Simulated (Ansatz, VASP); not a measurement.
Si3Ge: VASP beside Ansatz

```
CELL_PARAMETERS angstrom
2.47549 1.42922 4.31511
-2.47549 1.42922 4.31511
0.00000 -2.85844 4.31511
ATOMIC_POSITIONS crystal
Si 0.00000 0.00000 0.50000
Si 0.50000 0.00000 0.00000
Si 0.00000 0.50000 0.00000
Ge 0.00000 0.00000 0.00000
```

Alike in both runs: functional PBE; k mesh 12 × 12 × 12; occupations gaussian, width 0.1 eV; no spin polarisation.

Ansatz relaxed the structure, and its values are those at the end. VASP's run is a single point on that final structure, the one shown.

```csv
,VASP,Ansatz
version,VASP 6.6.1,Ansatz 0.2.0
potentials or method,"VASP PAW PBE potentials, release 64 (Si, Ge_d), cutoff 520 eV","scalar-relativistic, plane waves, PAW"
valence electrons in the cell,26,26
```

```tsv
	VASP	Ansatz	Ansatz less VASP
gap on the k mesh at the Fermi level (eV)	none	none	-
pressure (GPa)	0.0	0.0	+0.04
```

A gap of «none» marks a metal or a gap that the smearing closes. The functional is the same, so the differences come from potentials, cutoffs and numerics.
